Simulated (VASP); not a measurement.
# Se: single point with PBEsol

The system is Se.

```
CELL_PARAMETERS angstrom
4.03845 0.00000 0.00000
-2.01923 3.49740 0.00000
0.00000 0.00000 5.12065
ATOMIC_POSITIONS crystal
Se 0.24873 0.00000 0.33333
Se 0.00000 0.24873 0.66667
Se 0.75127 0.75127 0.00000
```

```yaml
Program: VASP 6.6.1
Task: single point
Functional: PBEsol
Potentials_or_basis: VASP PAW PBE potentials, release 64 (Se)
Cutoff: 520 eV
k_mesh: 15 × 15 × 10
Occupations: gaussian, width 0.02 eV
Spin: no spin polarisation
```

```
Pressure               : 0.2 GPa
Largest force          : 0.031 eV/Å
Band gap on the k mesh : 0.41 eV, indirect (least direct gap 0.44 eV)
```

Forces in eV/Å, atoms in the order of the input:
```
Se   0.031  0.000  0.000
Se  -0.016  0.027  0.000
Se  -0.016 -0.027  0.000
```

Stress tensor (GPa, compression positive):
```
0.14 0.00 0.00
0.00 0.14 0.00
0.00 0.00 0.27
```

Levels at points of the mesh, in eV from the valence-band top:
| k point | band 6 | band 7 | band 8 | band 9 | band 10 | band 11 | band 12 | band 13 |
| --- | --- | --- | --- | --- | --- | --- | --- | --- |
| (0.00, 0.00, 0.00) | -3.49 | -1.94 | -1.94 | -0.59 | 1.40 | 1.40 | 2.00 | 6.22 |
| (0.00, 0.00, 0.50) | -3.16 | -1.44 | -1.40 | -1.40 | 0.85 | 0.85 | 0.85 | 5.47 |

Run time: 4.6 min on 1 thread of Intel Xeon 6975P-C (shared host), peak memory 0.34 GiB.

Caveat: the PAW data sets were made with another functional, which shifts forces and pressure a little. As with any semilocal functional, this PBEsol gap is likely too small.
